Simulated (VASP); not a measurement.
# AlH4C16 in VASP: notebook, part 2 of 2

VASP 6.6.1.

**3. Single point, LDA, collinear spin**

INCAR

```
PREC     = Accurate       # precision mode
ENCUT    = 520            # plane-wave cutoff, eV
EDIFF    = 1E-7           # SCF threshold, eV
ISMEAR   = -1             # smearing method
SIGMA    = 0.02           # smearing width, eV
LREAL    = Auto         
LASPH    = T              # aspherical terms in the spheres
NELM     = 150            # most SCF steps
ALGO     = Normal         # electronic algorithm
ISIF     = 2              # what is computed and relaxed
LWAVE    = F              # write WAVECAR
LCHARG   = T              # write CHGCAR
ISPIN    = 2              # spin polarisation
MAGMOM   = 0 0 0 0 0 0 0 0 0 0 0 0 0 0 0 0 0 0 0 0.28 0 # initial moments
LORBIT   = 11             # projections on sites
LELF     = T              # ELF
LVHAR    = T            
NBANDS   = 56             # bands
```

KPOINTS

```
regular mesh
0
Gamma
  2 2 1
```

POSCAR

```
AlH4C16
1.0
    5.0487420000      0.0000000000      0.0000000000
    2.5243710000      4.3723390000      0.0000000000
    0.0000000000      0.0000000000     14.6764260000
H C Al
4 16 1
Direct
    0.1666721879      0.1666613682      0.0681364795
    0.6666779319      0.1666613682      0.0681364795
    0.1666715721      0.6666683439      0.0681364795
    0.6666575092      0.6666683439      0.0681364795
    0.1666721879      0.1666613682      0.1430866071
    0.6666779319      0.1666613682      0.1430866071
    0.1666715721      0.6666683439      0.1430866071
    0.6666575092      0.6666683439      0.1430866071
   -0.1666613682      0.3333227364      0.1781973350
    0.3333443758      0.3333227364      0.1781973350
   -0.1666619840      0.8333297121      0.1781973350
    0.3333437600      0.8333297121      0.1781973350
   -0.1732533189      0.3458332028      0.2813150831
    0.3280648865      0.3420594789      0.2840201014
   -0.1652999699      0.8397564782      0.2875359437
    0.3313575846      0.8399165755      0.2796934349
   -0.0137460730      0.0104978136      0.3172093805
    0.5016574726      0.0078676425      0.3143067665
   -0.0026034297      0.5054502864      0.3193829342
    0.4959460583      0.5107792420      0.3052991239
    0.1740043837      0.1527100255      0.4141335227
```

Potentials or basis: VASP PAW LDA potentials, release 64 (H, C, Al).

Started as:

```console
$ cat potpaw_LDA.64/H/POTCAR potpaw_LDA.64/C/POTCAR potpaw_LDA.64/Al/POTCAR > POTCAR
$ mpirun -np 1 vasp_std > vasp.out
```

OUTCAR:

```text
PREC = Accurate
   ENCUT = 520
   EDIFF = 1E-7
   ISMEAR = -1
   LREAL = Auto
   LASPH = T
   NELM = 150
   ISIF = 2
   ISPIN = 2
   LORBIT = 11

 ion  position               nearest neighbor table
   1  0.167  0.167  0.068-   5 1.10
   2  0.667  0.167  0.068-   6 1.10
   3  0.167  0.667  0.068-   7 1.10
   4  0.667  0.667  0.068-   8 1.10
   5  0.167  0.167  0.143-   1 1.10  12 1.55  10 1.55   9 1.55
   6  0.667  0.167  0.143-   2 1.10   9 1.55  11 1.55  10 1.55
   7  0.167  0.667  0.143-   3 1.10  11 1.55  12 1.55  10 1.55
   8  0.667  0.667  0.143-   4 1.10  12 1.55  11 1.55   9 1.55
   9  0.833  0.333  0.178-  13 1.51   6 1.55   5 1.55   8 1.55
  10  0.333  0.333  0.178-   6 1.55   5 1.55   7 1.55  14 1.55
  11  0.833  0.833  0.178-   6 1.55   7 1.55   8 1.55  15 1.61
  12  0.333  0.833  0.178-  16 1.49   8 1.55   5 1.55   7 1.55
  13  0.827  0.346  0.281-  20 1.49   9 1.51  19 1.55  17 1.56  21 2.47
  14  0.328  0.342  0.284-  20 1.50  18 1.53  19 1.54  10 1.55  21 2.43
  15  0.835  0.840  0.288-  17 1.48  18 1.51  19 1.53  11 1.61
  16  0.331  0.840  0.280-  20 1.49  12 1.49  18 1.56  17 1.61  21 2.40
  17  0.986  0.010  0.317-  15 1.48  13 1.56  16 1.61  21 2.03
  18  0.502  0.008  0.314-  15 1.51  14 1.53  16 1.56  21 2.05
  19  0.997  0.505  0.319-  15 1.53  14 1.54  13 1.55  21 2.08
  20  0.496  0.511  0.305-  16 1.49  13 1.49  14 1.50
  21  0.174  0.153  0.414-  17 2.03  18 2.05  19 2.08  16 2.40  14 2.43  13 2.47

  LATTYP: Found a hexagonal cell.
 ALAT       =     5.0487421480
 C/A-ratio  =     2.9069470315

  Lattice vectors:

 A1 = (  -2.5243710000,  -4.3723390000,   0.0000000000)
 A2 = (   5.0487420000,   0.0000000000,   0.0000000000)
 A3 = (   0.0000000000,   0.0000000000,  14.6764260000)

Analysis of symmetry for initial positions (statically):
=====================================================================
 Subroutine PRICEL returns:
 Original cell was already a primitive cell.

 Routine SETGRP: Setting up the symmetry group for a
[... 405 lines left out ...]
     46       6.9801      0.00000
     47       7.2158      0.00000
 Fermi energy:         0.7078913822

 spin component 2

 k-point     1 :       0.0000    0.0000    0.0000
  band No.  band energies     occupation
      1     -19.5561      1.00000
      2     -16.5836      1.00000
      3     -14.4437      1.00000
      4     -14.3856      1.00000
      5     -14.1153      1.00000
      6     -13.2812      1.00000
[... 189 lines left out ...]
     46       7.0487      0.00000
     47       7.3320      0.00000
 [bands above 47 left out]

------------------------ aborting loop because EDIFF is reached ----------------------------------------

  FORCE on cell =-STRESS in cart. coord.  units (eV):
  Direction    XX          YY          ZZ          XY          YZ          ZX
  --------------------------------------------------------------------------------------
  -------------------------------------------------------------------------------------
  Total       -6.8333418     -6.6105512     -0.8623007      0.0812898     -1.3603413      0.0728474
  in kB      -33.7929737    -32.6912060     -4.2643417      0.4020030     -6.7273057      0.3602526
  external PRESSURE =     -23.5828405 kB  Pullay stress =       0.0000000 kB

 VOLUME and BASIS-vectors are now :
 -----------------------------------------------------------------------------
  energy-cutoff  :      520.00
  volume of cell :      323.98
      direct lattice vectors                 reciprocal lattice vectors
     5.048742000  0.000000000  0.000000000     0.198069143 -0.114355268  0.000000000
     2.524371000  4.372339000  0.000000000     0.000000000  0.228710537  0.000000000
     0.000000000  0.000000000 14.676426000     0.000000000  0.000000000  0.068136480

 POSITION                                       TOTAL-FORCE (eV/Angst)
 -----------------------------------------------------------------------------------
      1.26220      0.72870      1.00000         0.011618      0.031212     -0.302696
      3.78660      0.72870      1.00000        -0.007427      0.032565     -0.315685
      2.52440      2.91490      1.00000         0.018296      0.005046     -0.333847
      5.04870      2.91490      1.00000        -0.006284      0.029417     -0.325935
      1.26220      0.72870      2.10000         0.010148      0.046772      1.564185
      3.78660      0.72870      2.10000        -0.013984     -0.130200      1.890019
[... 13 lines left out ...]
      3.79330      2.23330      4.48070        -0.289257     -0.082855     -0.064515
      1.26400      0.66770      6.07800        -0.036776      0.271889     -0.986429
 -----------------------------------------------------------------------------------
    total drift:                               -0.011466     -0.013078     -0.003709

  FREE ENERGIE OF THE ION-ELECTRON SYSTEM (eV)
  ---------------------------------------------------
  free  energy   TOTEN  =      -173.5754144820 eV

  energy  without entropy=     -173.5753881530  energy(sigma->0) =     -173.57540132

 total charge

# of ion       s       p       d       tot
------------------------------------------
    1        0.632   0.044   0.000   0.677
    2        0.633   0.044   0.000   0.677
    3        0.634   0.044   0.000   0.678
    4        0.634   0.044   0.000   0.678
    5        0.825   1.766   0.000   2.591
    6        0.824   1.767   0.000   2.591
[... 13 lines left out ...]
   20        0.843   1.689   0.000   2.532
   21        0.491   0.305   0.000   0.796
--------------------------------------------------
tot         16.180  28.346   0.000  44.526

 magnetization (x)

# of ion       s       p       d       tot
------------------------------------------
    1        0.003   0.000   0.000   0.004
    2        0.001  -0.000   0.000   0.001
    3        0.001  -0.000   0.000   0.001
    4        0.001  -0.000   0.000   0.001
    5        0.004   0.015   0.000   0.019
    6       -0.000  -0.001   0.000  -0.001
[... 13 lines left out ...]
   20        0.024   0.343   0.000   0.368
   21        0.000   0.011   0.000   0.011
--------------------------------------------------
tot          0.050   0.455   0.000   0.505
```

OSZICAR:

```text
N       E                     dE             d eps       ncg     rms          rms(c)
DAV:   1     0.425562206160E+03    0.42556E+03   -0.31054E+04   896   0.107E+03
DAV:   2    -0.129019136735E+03   -0.55458E+03   -0.51900E+03  1208   0.255E+02
[... 16 lines left out ...]
DAV:  19    -0.173575361626E+03   -0.91101E-04   -0.48379E-06  1040   0.533E-03    0.289E-03
DAV:  20    -0.173575402261E+03   -0.40635E-04   -0.29921E-06  1040   0.333E-03    0.132E-03
DAV:  21    -0.173575410053E+03   -0.77925E-05   -0.49884E-07   944   0.141E-03    0.711E-04
DAV:  22    -0.173575413343E+03   -0.32900E-05   -0.27165E-07   824   0.924E-04    0.401E-04
DAV:  23    -0.173575414210E+03   -0.86618E-06   -0.81108E-08   856   0.491E-04    0.218E-04
DAV:  24    -0.173575414422E+03   -0.21271E-06   -0.22746E-08   800   0.294E-04    0.112E-04
DAV:  25    -0.173575414482E+03   -0.59723E-07   -0.66183E-09   824   0.163E-04
   1 F= -.17357541E+03 E0= -.17357540E+03  d E =-.263290E-04  mag=     0.9999
```

stdout:

```text
POSCAR found type information on POSCAR H C Al
 POSCAR found :  3 types and      21 ions
 scaLAPACK will be used
 LDA part: xc-table for (Slater(with rela. corr.)+CA(PZ))
 , standard interpolation
 POSCAR, INCAR and KPOINTS ok, starting setup
 FFT: planning ... GRIDC
 FFT: planning ... GRID_SOFT
 FFT: planning ... GRID
 WAVECAR not read
 entering main loop
```

Wall time 12 min (1 thread of Intel Xeon 8259CL, shared host); peak memory 0.41 GiB.

Results:

* Free energy: -173.5754 eV
* Largest force: 2.787 eV/Å
* Band gap on the k mesh: 0.34 eV (least direct gap 0.72 eV)
* Net moment: 1.00 μB per cell
* Site moments: H +0.00; C +0.02, -0.00, +0.03, +0.00, +0.01, +0.37 (each value once); Al +0.01 μB
* Valence electrons inside the program's atomic spheres: H 0.68; C 2.59, 2.57, 2.55, 2.53, 2.58, 2.56, 2.54, 2.52 (each value once); Al 0.80

Forces on the atoms (eV/Å):
```
H    0.012  0.031 -0.303
H   -0.007  0.033 -0.316
H    0.018  0.005 -0.334
H   -0.006  0.029 -0.326
C    0.010  0.047  1.564
C   -0.014 -0.130  1.890
C   -0.162  0.053  1.608
C    0.181  0.070  1.606
C    0.288  0.193 -2.273
C   -0.254  0.248 -1.842
C    0.212  0.010 -0.793
C   -0.101  0.433 -2.751
C   -0.231 -0.786  1.529
C    0.621 -0.210  0.222
C   -1.054 -0.351  0.728
C   -0.248  0.362  2.091
C    1.982 -0.035 -0.609
C   -0.915 -0.326  0.227
C   -0.006  0.136 -0.869
C   -0.289 -0.083 -0.065
Al  -0.037  0.272 -0.986
```

Caveat: the k points lie up to 0.72 Å⁻¹ apart; there is no dipole correction, which matters where the two faces differ.
